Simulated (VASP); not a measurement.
The system is NaH.

```xyz
2
Lattice="0.0000 2.1428 2.1428 2.1428 0.0000 2.1428 2.1428 2.1428 0.0000" Properties=species:S:1:pos:R:3 pbc="T T T"
Na    0.0000    0.0000    0.0000
H     1.0714    1.0714    1.0714
```

| Property | Result |
| --- | --- |
| Program | VASP 6.6.1 |
| Task | relaxation of cell and atoms |
| Functional | PBEsol |
| Potentials or basis | VASP PAW PBE potentials, release 64 (Na_pv, H) |
| Cutoff | 600 eV |
| k mesh | 8 × 8 × 8 |
| Occupations | fermi-dirac, width 0.03 eV |
| Spin | no spin polarisation |

At the start: pressure 29.4 GPa; volume 9.84 Å³/atom.

Where does the relaxation end?

Over 5 steps the energy falls by 429.3 meV/atom and the volume is 17.02 Å³/atom (+73.0 %); space group F-43m (No. 216, to 0.1 Å) before and after.

Step by step:
```tsv
step	energy change (eV)	largest force (eV/Å)	pressure (GPa)	volume (Å³)
1	0.0000	0.0000	29.40	19.68
2	-0.6375	0.0000	10.15	25.28
3	-0.8301	0.0000	2.73	30.43
4	-0.8570	0.0000	0.58	33.13
5	-0.8586	0.0000	0.00	34.04
```

Final structure:
```xyz
2
Lattice="0.0000 2.5722 2.5722 2.5722 0.0000 2.5722 2.5722 2.5722 0.0000" Properties=species:S:1:pos:R:3 pbc="T T T"
Na    0.0000    0.0000    0.0000
H     1.2861    1.2861    1.2861
```

Caveat: the volume moved by over 15 % at a fixed basis, so the end points are rough; the PAW data sets were made with another functional, which shifts forces and pressure a little.
